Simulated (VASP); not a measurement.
# Rh (P6_3/mmc) in VASP: a series of runs, part 2 of 2

VASP 6.6.1. The steps go on from the part before.

## Step 3: Single point, PBE

This run uses another cell than the first one, of 14.67 Å³/atom.

INCAR

```
SYSTEM = Rh
PREC = Accurate
ENCUT = 520
EDIFF = 1E-6
ISMEAR = 0
SIGMA = 0.15
LREAL = .False.
LASPH = .True.
NELM = 80
ALGO = Fast
ISIF = 2
LWAVE = .False.
LCHARG = .False.
GGA = PE
NBANDS = 22
```

KPOINTS

```
regular mesh
0
Gamma
  18 18 10
  0 0 0
```

POSCAR

```
Rh
1.0
    2.7794000000      0.0000000000      0.0000000000
   -1.3897000000      2.4070310073      0.0000000000
    0.0000000000      0.0000000000      4.3851186776
Rh
2
Direct
    0.6666666667      0.3333333333      0.7500000000
    0.3333333333      0.6666666667      0.2500000000
```

Potentials or basis: VASP PAW PBE potentials, release 64 (Rh_pv).

The run is started by

```
$ cat potpaw_PBE.64/Rh_pv/POTCAR > POTCAR
$ mpirun -np 1 vasp_std > vasp.out
```

OUTCAR:

```text
SYSTEM = Rh
   PREC = Accurate
   ENCUT = 520
   EDIFF = 1E-6
   ISMEAR = 0
   LREAL = .False.
   LASPH = .True.
   NELM = 80
   ISIF = 2
   GGA = PE

 ion  position               nearest neighbor table
   1  0.667  0.333  0.750-   2 2.72   2 2.72   2 2.72   2 2.72   2 2.72   2 2.72
   2  0.333  0.667  0.250-   1 2.72   1 2.72   1 2.72   1 2.72   1 2.72   1 2.72

  LATTYP: Found a hexagonal cell.
 ALAT       =     2.7794000000
 C/A-ratio  =     1.5777213347

  Lattice vectors:

 A1 = (   2.7794000000,   0.0000000000,   0.0000000000)
 A2 = (  -1.3897000000,   2.4070310073,   0.0000000000)
 A3 = (   0.0000000000,   0.0000000000,   4.3851186776)

Analysis of symmetry for initial positions (statically):
=====================================================================
 Subroutine PRICEL returns:
 Original cell was already a primitive cell.

 Routine SETGRP: Setting up the symmetry group for a
 hexagonal supercell.

 Subroutine GETGRP returns: Found 24 space group operations
 (whereof 12 operations were pure point group operations)
 out of a pool of 24 trial point group operations.

The static configuration has the point symmetry D_3d.
 The point group associated with its full space group is D_6h.

Analysis of symmetry for dynamics (positions and initial velocities):
=====================================================================
 Subroutine PRICEL returns:
 Original cell was already a primitive cell.

 Routine SETGRP: Setting up the symmetry group for a
 hexagonal supercell.

 Subroutine GETGRP returns: Found 24 space group operations
 (whereof 12 operations were pure point group operations)
 out of a pool of 24 trial point group operations.

The dynamic configuration has the point symmetry D_3d.
 The point group associated with its full space group is D_6h.

 Subroutine INISYM returns: Found 24 space group operations
 (whereof 12 operations are pure point group operations),
 and found     1 'primitive' translations

----------------------------------------------------------------------------------------

                                     Primitive cell

  volume of cell :      29.3369

  direct lattice vectors                    reciprocal lattice vectors
     2.779400000  0.000000000  0.000000000     0.359789883  0.207724786  0.000000000
    -1.389700000  2.407031007  0.000000000     0.000000000  0.415449571  0.000000000
     0.000000000  0.000000000  4.385118678     0.000000000  0.000000000  0.228043999

  length of vectors
     2.779400000  2.779400000  4.385118678     0.415449571  0.415449571  0.228043999

  position of ions in fractional coordinates (direct lattice)
     0.666666667  0.333333333  0.750000000
     0.333333333  0.666666667  0.250000000

  ion indices of the primitive-cell ions
   primitive index   ion index
                 1           1
                 2           2

----------------------------------------------------------------------------------------

 KPOINTS: regular mesh

Automatic generation of k-mesh.
 Grid dimensions read from file:
 generate k-points for:   18   18   10

 Generating k-lattice:

  Cartesian coordinates                     Fractional coordinates (reciprocal lattice)
     0.019988327  0.011540266  0.000000000     0.055555556  0.000000000  0.000000000
     0.000000000  0.023080532  0.000000000     0.000000000  0.055555556  0.000000000
     0.000000000  0.000000000  0.022804400     0.000000000  0.000000000  0.100000000

  Length of vectors
     0.023080532  0.023080532  0.022804400

  Shift w.r.t. Gamma in fractional coordinates (k-lattice)
     0.000000000  0.000000000  0.000000000

 Subroutine IBZKPT returns following result:
 ===========================================

 Found    222 irreducible k-points:

 Following reciprocal coordinates:
            Coordinates               Weight
  0.000000  0.000000  0.000000      1.000000
  0.055556 -0.000000  0.000000      6.000000
  0.111111 -0.000000  0.000000      6.000000
  0.166667  0.000000  0.000000      6.000000
  0.222222 -0.000000  0.000000      6.000000
  0.277778 -0.000000  0.000000      6.000000
[... 16 lines left out ...]
  0.333333  0.111111  0.000000     12.000000
  0.388889  0.111111  0.000000     12.000000
 [... further k-points ...]
   k-points           NKPTS =    222   k-points in BZ     NKDIM =    222   number of bands    NBANDS=     22
   number of dos      NEDOS =    301   number of ions     NIONS =      2
   total plane-waves  NPLWV =  20736
   dimension x,y,z NGX =    24 NGY =   24 NGZ =   36
   dimension x,y,z NGXF=    48 NGYF=   48 NGZF=   72
   ions per type =               2
   NGX,Y,Z   is equivalent  to a cutoff of  14.36, 14.36, 13.65 a.u.
   NGXF,Y,Z  is equivalent  to a cutoff of  28.71, 28.71, 27.30 a.u.
 SYSTEM =  Rh
   PREC   = accura    normal or accurate (medium, high low for compatibility)
   ISTART =      0    job   : 0-new  1-cont  2-samecut
   ICHARG =      2    charge: 1-file 2-atom 10-const
   ISPIN  =      1    spin polarized calculation?
   LNONCOLLINEAR =      F non collinear calculations
   LSORBIT =      F    spin-orbit coupling
   LASPH  =      T    aspherical Exc in radial PAW
   ENCUT  =  520.0 eV  38.22 Ry    6.18 a.u.   5.17  5.17  8.15*2*pi/ulx,y,z
   NELM   =     80;   NELMIN=  2; NELMDL= -5     # of ELM steps
   EDIFF  = 0.1E-05   stopping-criterion for ELM
   LREAL  =      F    real-space projection
   EDIFFG = 0.1E-04   stopping-criterion for IOM
   NSW    =      0    number of steps for IOM
   IBRION =     -1    ionic relax: 0-MD 1-quasi-New 2-CG
   NFREE  =      0    steps in history (QN), initial steepest desc. (CG)
   ISIF   =      2    stress and relaxation
   ISYM   =      2    0-nonsym 1-usesym 2-fastsym
   POTIM  = 0.5000    time-step for ionic-motion
   TEBEG  =    0.0;   TEEND  =   0.0 temperature during run
   PSTRESS=    0.0 pullay stress
   NELECT =      30.0000    total number of electrons
   NUPDOWN=      -1.0000    fix difference up-down
   EMIN   =  10.00;   EMAX   =-10.00  energy-range for DOS
   EFERMI =   0.00;   METHOD = LEGACY
   ISMEAR =     0;   SIGMA  =   0.15  broadening in eV -4-tet -1-fermi 0-gaus
   EFERMI_NEDOS =   21; number of points for ismear=-14 and -15
   IALGO  =     68    algorithm
   IMIX   =      4    mixing-type and parameters
     AMIX     =   0.40;   BMIX     =  1.00
     AMIX_MAG =   1.60;   BMIX_MAG =  1.00
  volume/ion in A,a.u.               =      14.67        98.99
  Fermi-wavevector in a.u.,A,eV,Ry     =   1.649341  3.116803 37.012295  2.720327
  Thomas-Fermi vector in A             =   2.738477
   LORBIT       =      0    0 simple, 1 ext, 2 COOP (PROOUT), +10 PAW based schemes
   GGA     = PE    functional components
   LHFCALC =     F    Hartree Fock is set to
   AEXX    =    0.0000 exact exchange contribution
   IVDW    =     0    specifies the selected vdW correction
   LEPSILON=     F    determine dielectric tensor
   LRPA    =     F    only Hartree local field effects (RPA)
 non-spin polarized calculation
 RMM-DIIS sequential band-by-band and
 Gauss-broadening in eV      SIGMA  =   0.15
  energy-cutoff  :      520.00
  volume of cell :       29.34
 maximum number of plane-waves:       808
 NGX is ok and might be reduce to    24
   NGX = 11   NGY = 11   NGZ = 17

 number of electron      30.0000007 magnetization

 Free energy of the ion-electron system (eV)
  ---------------------------------------------------
  ext. energy  EPLUGINS =         0.00000000
  ---------------------------------------------------
  free energy    TOTEN  =       -14.42422896 eV

  energy without entropy =      -14.38374498  energy(sigma->0) =      -14.40398697

 E-fermi :  10.8503     XC(G=0): -13.6152

 val. band max:       10.8466941276   @ k =   0.0556  -0.0000   0.4000
 cond. band min:      10.8572406046   @ k =   0.3333   0.1111   0.2000
 fundamental gap:      0.0105464770
 Fermi energy:        10.8503406855

 k-point     1 :       0.0000    0.0000    0.0000
  band No.  band energies     occupation
      1     -36.1429      2.00000
      2     -35.5879      2.00000
      3     -35.5879      2.00000
      4     -35.5076      2.00000
      5     -35.4885      2.00000
      6     -35.4885      2.00000
[... 14 lines left out ...]
     21      29.2395      0.00000
     22      29.4538      0.00000
[... 552 lines left out ...]
  band No.  band energies     occupation
      1     -35.9598      2.00000
      2     -35.8797      2.00000
      3     -35.8607      2.00000
      4     -35.7325      2.00000
      5     -35.6712      2.00000
      6     -35.5834      2.00000
[... 14 lines left out ...]
     21      22.1044      0.00000
     22      25.3293      0.00000

 [... further k-points ...]

------------------------ aborting loop because EDIFF is reached ----------------------------------------

  FORCE on cell =-STRESS in cart. coord.  units (eV):
  Direction    XX          YY          ZZ          XY          YZ          ZX
  --------------------------------------------------------------------------------------
  -------------------------------------------------------------------------------------
  Total       -1.8688850     -1.8688850     -1.1016744      0.0000000     -0.0000000      0.0000000
  in kB     -102.0655256   -102.0655256    -60.1658049      0.0000000     -0.0000000      0.0000000
  external PRESSURE =     -88.0989520 kB  Pullay stress =       0.0000000 kB

 VOLUME and BASIS-vectors are now :
 -----------------------------------------------------------------------------
  energy-cutoff  :      520.00
  volume of cell :       29.34
      direct lattice vectors                 reciprocal lattice vectors
     2.779400000  0.000000000  0.000000000     0.359789883  0.207724786  0.000000000
    -1.389700000  2.407031007  0.000000000     0.000000000  0.415449571  0.000000000
     0.000000000  0.000000000  4.385118678     0.000000000  0.000000000  0.228043999

 POSITION                                       TOTAL-FORCE (eV/Angst)
 -----------------------------------------------------------------------------------
      1.38970      0.80234      3.28884         0.000000      0.000000      0.000000
     -0.00000      1.60469      1.09628        -0.000000     -0.000000      0.000000
 -----------------------------------------------------------------------------------
    total drift:                               -0.000000      0.000000     -0.000000

  FREE ENERGIE OF THE ION-ELECTRON SYSTEM (eV)
  ---------------------------------------------------
  free  energy   TOTEN  =       -14.4242289599 eV

  energy  without entropy=      -14.3837449829  energy(sigma->0) =      -14.40398697
```

Wall time 52 s (1 thread of Intel Xeon 6975P-C (Granite Rapids), shared host); peak memory 0.23 GiB.

Results:

* Free energy: -14.4242 eV
* Pressure: -8.8 GPa
* Band gap on the k mesh: zero (bands 15 and 16 overlap by 2.15 eV)

Stress tensor (GPa, compression positive):
```
-10.21   0.00   0.00
  0.00 -10.21   0.00
  0.00   0.00  -6.02
```

Levels at points of the mesh, in eV from the Fermi level:
| k point | band 11 | band 12 | band 13 | band 14 | band 15 | band 16 | band 17 | band 18 | band 19 | band 20 |
| --- | --- | --- | --- | --- | --- | --- | --- | --- | --- | --- |
| (0.00, 0.00, 0.00) | -2.64 | -2.24 | -2.24 | -1.89 | -1.89 | 0.11 | 0.11 | 1.04 | 8.35 | 15.70 |
| (0.50, 0.00, 0.00) | -2.36 | -2.04 | -1.95 | 0.26 | 0.57 | 0.62 | 2.77 | 4.72 | 9.95 | 10.52 |
| (0.00, 0.00, 0.50) | -2.91 | -2.91 | -2.85 | -2.85 | -0.40 | -0.40 | -0.40 | -0.40 | 14.78 | 14.78 |
| (0.50, 0.00, 0.50) | -1.60 | -1.60 | -0.28 | -0.28 | 0.45 | 0.45 | 2.56 | 2.56 | 8.66 | 8.66 |

Caveat: the cell stands under tension.

## Step 4: Single point, PBE

This run uses another cell than the first one, of 14.72 Å³/atom.

INCAR

```
PREC = Accurate ; ENCUT = 520
EDIFF = 1E-6 ; ISMEAR = 0
SIGMA = 0.15 ; LREAL = False
LASPH = True ; NELM = 60
ALGO = Fast ; ISIF = 2
LWAVE = False ; LCHARG = False
GGA = PE ; NBANDS = 22
```

KPOINTS

```
Automatic mesh
0
Gamma
  18 18 10
```

POSCAR

```
Rh
1.0
    2.8066000000      0.0000000000      0.0000000000
   -1.4033000000      2.4305868982      0.0000000000
    0.0000000000      0.0000000000      4.3150000000
Rh
2
Direct
    0.6666666667      0.3333333333      0.7500000000
    0.3333333333      0.6666666667      0.2500000000
```

Potentials or basis: VASP PAW PBE potentials, release 64 (Rh_pv).

The run is started by

```
$ cat potpaw_PBE.64/Rh_pv/POTCAR > POTCAR
$ mpirun -np 1 vasp_std > vasp.out
```

OUTCAR:

```text
PREC = Accurate
   ENCUT = 520
   EDIFF = 1E-6
   ISMEAR = 0
   LREAL = False
   LASPH = True
   NELM = 60
   ISIF = 2
   GGA = PE

 ion  position               nearest neighbor table
   1  0.667  0.333  0.750-   2 2.70   2 2.70   2 2.70   2 2.70   2 2.70   2 2.70
   2  0.333  0.667  0.250-   1 2.70   1 2.70   1 2.70   1 2.70   1 2.70   1 2.70

  LATTYP: Found a hexagonal cell.
 ALAT       =     2.8066000000
 C/A-ratio  =     1.5374474453

  Lattice vectors:

 A1 = (   2.8066000000,   0.0000000000,   0.0000000000)
 A2 = (  -1.4033000000,   2.4305868982,   0.0000000000)
 A3 = (   0.0000000000,   0.0000000000,   4.3150000000)

Analysis of symmetry for initial positions (statically):
=====================================================================
 Subroutine PRICEL returns:
 Original cell was already a primitive cell.

 Routine SETGRP: Setting up the symmetry group for a
 hexagonal supercell.

 Subroutine GETGRP returns: Found 24 space group operations
 (whereof 12 operations were pure point group operations)
 out of a pool of 24 trial point group operations.

[... 162 lines left out ...]
  free energy    TOTEN  =       -14.39704200 eV

  energy without entropy =      -14.35405085  energy(sigma->0) =      -14.37554643

 E-fermi :  10.7999     XC(G=0): -13.5914

 val. band max:       10.7938138736   @ k =   0.3889   0.0000   0.4000
 cond. band min:      10.8021879999   @ k =   0.2222   0.1111   0.4000
 fundamental gap:      0.0083741264
 Fermi energy:        10.7999291754

 k-point     1 :       0.0000    0.0000    0.0000
  band No.  band energies     occupation
      1     -36.2236      2.00000
      2     -35.6490      2.00000
      3     -35.6490      2.00000
      4     -35.5576      2.00000
      5     -35.5361      2.00000
      6     -35.5361      2.00000
[... 589 lines left out ...]
     21      21.7604      0.00000
     22      25.3517      0.00000

 [... further k-points ...]

------------------------ aborting loop because EDIFF is reached ----------------------------------------

  FORCE on cell =-STRESS in cart. coord.  units (eV):
  Direction    XX          YY          ZZ          XY          YZ          ZX
  --------------------------------------------------------------------------------------
  -------------------------------------------------------------------------------------
  Total       -2.2048064     -2.2048064     -0.4610494     -0.0000000      0.0000000      0.0000000
  in kB     -120.0075483   -120.0075483    -25.0949035     -0.0000000      0.0000000      0.0000000
  external PRESSURE =     -88.3700000 kB  Pullay stress =       0.0000000 kB

 VOLUME and BASIS-vectors are now :
 -----------------------------------------------------------------------------
  energy-cutoff  :      520.00
  volume of cell :       29.44
      direct lattice vectors                 reciprocal lattice vectors
     2.806600000  0.000000000  0.000000000     0.356303000  0.205711633  0.000000000
    -1.403300000  2.430586898  0.000000000     0.000000000  0.411423266  0.000000000
     0.000000000  0.000000000  4.315000000     0.000000000  0.000000000  0.231749710

 POSITION                                       TOTAL-FORCE (eV/Angst)
 -----------------------------------------------------------------------------------
      1.40330      0.81020      3.23625        -0.000000      0.000000      0.000000
     -0.00000      1.62039      1.07875         0.000000     -0.000000      0.000000
 -----------------------------------------------------------------------------------
    total drift:                                0.000000     -0.000000      0.000000

  FREE ENERGIE OF THE ION-ELECTRON SYSTEM (eV)
  ---------------------------------------------------
  free  energy   TOTEN  =       -14.3970420026 eV

  energy  without entropy=      -14.3540508515  energy(sigma->0) =      -14.37554643
```

OSZICAR:

```text
N       E                     dE             d eps       ncg     rms          rms(c)
DAV:   1     0.324730407226E+03    0.32473E+03   -0.19061E+04  9808   0.157E+03
DAV:   2    -0.833573162398E+01   -0.33307E+03   -0.32136E+03 10170   0.468E+02
DAV:   3    -0.153214604943E+02   -0.69857E+01   -0.69433E+01 11304   0.764E+01
DAV:   4    -0.153681408065E+02   -0.46680E-01   -0.46676E-01 11040   0.631E+00
DAV:   5    -0.153688758430E+02   -0.73504E-03   -0.73503E-03 11544   0.821E-01    0.123E+01
RMM:   6    -0.144225659379E+02    0.94631E+00   -0.22749E+00  9997   0.127E+01    0.420E+00
RMM:   7    -0.144024578025E+02    0.20108E-01   -0.82748E-02 10266   0.230E+00    0.201E+00
RMM:   8    -0.143977842425E+02    0.46736E-02   -0.15410E-02 10615   0.120E+00    0.345E-01
RMM:   9    -0.143970136406E+02    0.77060E-03   -0.23822E-03 11158   0.437E-01    0.281E-02
RMM:  10    -0.143970420854E+02   -0.28445E-04   -0.18515E-04 11372   0.139E-01    0.127E-02
RMM:  11    -0.143970434714E+02   -0.13860E-05   -0.23092E-05 12482   0.445E-02    0.616E-03
RMM:  12    -0.143970418689E+02    0.16025E-05   -0.54098E-06  9752   0.207E-02    0.173E-03
RMM:  13    -0.143970420026E+02   -0.13375E-06   -0.85394E-07  6730   0.866E-03
   1 F= -.14397042E+02 E0= -.14375546E+02  d E =-.429912E-01
```

stdout:

```text
POSCAR found type information on POSCAR Rh
 POSCAR found :  1 types and       2 ions
 scaLAPACK will be used
 LDA part: xc-table for (Slater+PW92), standard interpolation
 POSCAR, INCAR and KPOINTS ok, starting setup
 FFT: planning ... GRIDC
 FFT: planning ... GRID_SOFT
 FFT: planning ... GRID
 WAVECAR not read
 entering main loop
```

Wall time 44 s (1 thread of Intel Xeon 6975P-C (Granite Rapids), shared host); peak memory 0.22 GiB.

What came out:

```yaml
Free_energy: -14.3970 eV
Pressure: -8.8 GPa
Band_gap_on_the_k_mesh: zero (bands 15 and 16 overlap by 2.02 eV)
```

Caveat: the cell stands under tension.

## Step 5: The runs side by side

| cell | gap on the mesh (eV) | pressure (GPa) |
| --- | --- | --- |
| a = 2.670, b = 2.670, c = 4.736 Å, angles 90.0, 90.0, 120.0°, 2 atoms | none | -6.3 |
| a = 2.779, b = 2.779, c = 4.385 Å, angles 90.0, 90.0, 120.0°, 2 atoms | none | -8.8 |
| a = 2.807, b = 2.807, c = 4.315 Å, angles 90.0, 90.0, 120.0°, 2 atoms | none | -8.8 |

Alike in all rows: task single point; level PBE; potentials or basis VASP PAW PBE potentials, release 64 (Rh_pv); no spin polarisation; k mesh 18 × 18 × 10; cutoff (eV) 520; smearing gaussian 0.15 eV.

Caveats: the cell stands under tension.

Total energies depend on the potentials used, so only differences within one code and one set of settings carry meaning.
